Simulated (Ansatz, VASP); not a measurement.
**Two plane-wave programs on Al3VN4**

```
Al V N
1.0
     4.67027    0.00000    0.00000
     0.00000    4.67027    0.00000
     0.00000    0.00000    4.67027
Al V N
3 1 4
Direct
  0.50000 0.00000 0.50000
  0.50000 0.50000 0.00000
  0.00000 0.50000 0.50000
  0.00000 0.00000 0.00000
  0.00000 0.50000 0.00000
  0.50000 0.50000 0.50000
  0.00000 0.00000 0.50000
  0.50000 0.00000 0.00000
```

Alike in both runs: task relaxation of cell and atoms; functional PBE; k mesh 4 × 4 × 4; occupations gaussian, width 0.1 eV; collinear spin.

|  | VASP | Ansatz |
| --- | --- | --- |
| version | VASP 6.6.1 | Ansatz 0.2.0 |
| potentials or method | VASP PAW PBE potentials, release 64 (Al, V_sv, N), cutoff 600 eV | scalar-relativistic, plane waves, PAW |
| valence electrons in the cell | 42 | 42 |

Ansatz gave:

- gap on the k mesh at the Fermi level, each at its own relaxed structure (eV): none
- net moment per atom (μB): 0.20
- size of the moment on the site where the two differ most (μB): 1.14
- relaxed volume (Å³/atom): 8.66
- relaxed length of the cell vector where the two differ most in proportion (Å): 4.108

Q: What did VASP give for the same quantities?

A: gap on the k mesh at the Fermi level, each at its own relaxed structure (eV): none; net moment per atom (μB): 0.00; size of the moment on the site where the two differ most (μB): 0.00; relaxed volume (Å³/atom): 8.59; relaxed length of the cell vector where the two differ most in proportion (Å): 4.097.

The net moments are unlike, so the other rows may belong to different states. Site moments also hang on the region over which each program counts them. A gap of «none» marks a metal or a gap that the smearing closes.

Noted on VASP's run: the volume moved by over 15 % at a fixed basis, so the end points are rough.
